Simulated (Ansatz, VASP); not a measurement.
## Two plane-wave programs on HfN

```
CELL_PARAMETERS angstrom
3.22154 0.00000 0.00000
-1.61077 2.78993 0.00000
0.00000 0.00000 5.31007
ATOMIC_POSITIONS crystal
Hf 0.66667 0.33333 0.75000
Hf 0.33333 0.66667 0.25000
N 0.00000 0.00000 0.00000
N 0.00000 0.00000 0.50000
```

Change from the starting cell: strain +0.030 along x and y, -0.015 along z, atoms carried along.

Alike in both runs: task single point; functional PBEsol; k mesh 18 × 18 × 10; occupations gaussian, width 0.15 eV; no spin polarisation.

```csv
,VASP,Ansatz
version,VASP 6.6.1,Ansatz 0.2.0
potentials or method,"VASP PAW PBE potentials, release 64 (Hf_pv, N), cutoff 520 eV","scalar-relativistic, plane waves, PAW"
valence electrons in the cell,30,62
```

```csv
,VASP,Ansatz,Ansatz less VASP
gap on the k mesh at the Fermi level (eV),none,none,-
pressure (GPa),-13.1,-11.1,+1.97
"traceless stress, the component that is largest in VASP (GPa)",12.89,12.68,-0.205
```

VASP's potentials were made for PBE, not for PBEsol. A gap of «none» marks a metal or a gap that the smearing closes. With one functional, cell and mesh, what is left measures potentials, basis and numerics. VASP's potentials hold 30 valence electrons a cell and Ansatz's 62, so a difference there can come from the potentials and not from the codes.

Spin-orbit coupling is off throughout.
